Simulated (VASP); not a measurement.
Wanted: the native input for a VASP 6.6.1 run.

- Task: single point
- Functional: PBEsol
- Potentials or basis: VASP PAW PBE potentials, release 64 (Ti_sv, B)
- Cutoff: 520 eV
- k mesh: 18 × 18 × 14
- Occupations: gaussian, width 0.1 eV
- Spin: no spin polarisation
- Dipole correction: no
- Further INCAR settings: ALGO = Normal; EDIFF = 1e-06; NBANDS = 16

The structure of TiB2 lies in POSCAR:

```
TiB2
1.0
    3.0684816382      0.0000000000      0.0000000000
   -1.5342408191      2.6573830498      0.0000000000
    0.0000000000      0.0000000000      3.2650324558
Ti B
1 2
Direct
    0.0000000000      0.0000000000      0.0000000000
    0.3333333333      0.6666666667      0.5000000000
    0.6666666667      0.3333333333      0.5000000000
```

This cell differs from its parent crystal: volume scaled by 1.06, then relaxed in part.

One way to write it, as run:

INCAR

```
SYSTEM = TiB2
  ALGO = Normal
  EDIFF = 1E-6
  ENCUT = 520
  GGA = PS
  ISIF = 2
  ISMEAR = 0
  LASPH = .TRUE.
  LCHARG = .TRUE.
  LELF = .TRUE.
  LREAL = .FALSE.
  LVHAR = .TRUE.
  LWAVE = .FALSE.
  NBANDS = 16
  NELM = 60
  PREC = Accurate
  SIGMA = 0.1
```

KPOINTS

```
k-points
0
G
  18 18 14
  0 0 0
```

Potentials or basis: VASP PAW PBE potentials, release 64 (Ti_sv, B).

Run with:

```bash
$ cat potpaw_PBE.64/Ti_sv/POTCAR potpaw_PBE.64/B/POTCAR > POTCAR
$ mpirun -np 1 vasp_std > vasp.out
```

Results of the run:

```yaml
Pressure: -13.4 GPa
Band_gap_on_the_k_mesh: zero (band 9 reaches 9.88 eV, above the bottom of band 10 at 9.31 eV)
```

Caveat: the PAW data sets were made with another functional, which shifts forces and pressure a little.

Wall time 45 s on 1 thread of Intel(R) Xeon(R) Platinum 8488C (Sapphire Rapids), with other jobs on the host, peak memory 0.23 GiB.
